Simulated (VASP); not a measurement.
Set up this calculation in VASP 6.6.1, as the native input.

```
Task                   : single point
Functional             : LDA
Potentials or basis    : VASP PAW LDA potentials, release 64 (Li_sv, F)
Cutoff                 : 520 eV
k mesh                 : 9 × 9 × 6
Occupations            : gaussian, width 0.05 eV
Spin                   : no spin polarisation
Dipole correction      : no
Further INCAR settings : ALGO = Normal; EDIFF = 1e-06; NBANDS = 18
```

The structure of LiF lies in POSCAR:

```
LiF
1.0
    3.0609398175      0.0229570486      0.0000000000
   -1.5105885214      2.6393731171      0.0000000000
    0.0000000000      0.0000000000      4.8073245700
Li F
2 2
Direct
    0.3333333333      0.6666666667      0.3811542600
    0.6666666667      0.3333333333      0.8811542600
    0.3333333333      0.6666666667      0.9938437400
    0.6666666667      0.3333333333      0.4938437400
```

This cell differs from its parent crystal: strain +0.0150 x Voigt [0, 0, 0, 0, 0, 1].

The input as run:

INCAR

```
ALGO = Normal
EDIFF = 1E-6
ENCUT = 520
ISIF = 2
ISMEAR = 0
LASPH = T
LCHARG = F
LREAL = F
LWAVE = F
NBANDS = 18
NELM = 60
PREC = Accurate
SIGMA = 0.05
```

KPOINTS

```
k-points
0
Gamma
  9 9 6
```

Potentials or basis: VASP PAW LDA potentials, release 64 (Li_sv, F).

Command:

```console
$ cat potpaw_LDA.64/Li_sv/POTCAR potpaw_LDA.64/F/POTCAR > POTCAR
$ mpirun -np 1 vasp_std > vasp.out
```

Results of the run:

| Quantity | Value |
| --- | --- |
| Largest force | 0.046 eV/Å |
| Band gap on the k mesh | 7.59 eV |

Caveat: the cell differs from its parent crystal (strain +0.0150 x Voigt [0, 0, 0, 0, 0, 1]); an odd mesh through Γ misses points on the zone boundary, where band edges can lie.

Run time: 62 s on 1 thread of AMD EPYC 7R13 Processor (Zen 3), with other jobs on the host, peak memory 0.17 GiB.
